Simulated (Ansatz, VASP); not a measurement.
## Na in VASP and in Ansatz

```xyz
1
Lattice="-2.1175 2.1546 2.1175 2.1175 -2.1546 2.1175 2.1175 2.1546 -2.1175" Properties=species:S:1:pos:R:3 pbc="T T T"
Na    0.0000    0.0000    0.0000
```

Change from the starting cell: strain +0.0175 x Voigt [0, 1, 0, 0, 0, 0], atoms carried along.

Alike in both runs: task single point; functional PBE; k mesh 16 × 16 × 16; occupations gaussian, width 0.15 eV; no spin polarisation.

```csv
,VASP,Ansatz
version,VASP 6.6.1,Ansatz 0.2.0
potentials or method,"VASP PAW PBE potentials, release 64 (Na_pv), cutoff 520 eV","scalar-relativistic, plane waves, PAW"
valence electrons in the cell,7,9
```

|  | VASP | Ansatz | Ansatz less VASP |
| --- | --- | --- | --- |
| gap on the k mesh at the Fermi level (eV) | none | none | - |
| pressure (GPa) | -0.3 | -0.3 | +0.02 |

A gap of «none» marks a metal or a gap that the smearing closes. VASP's potentials hold 7 valence electrons a cell and Ansatz's 9, so a difference there can come from the potentials and not from the codes.
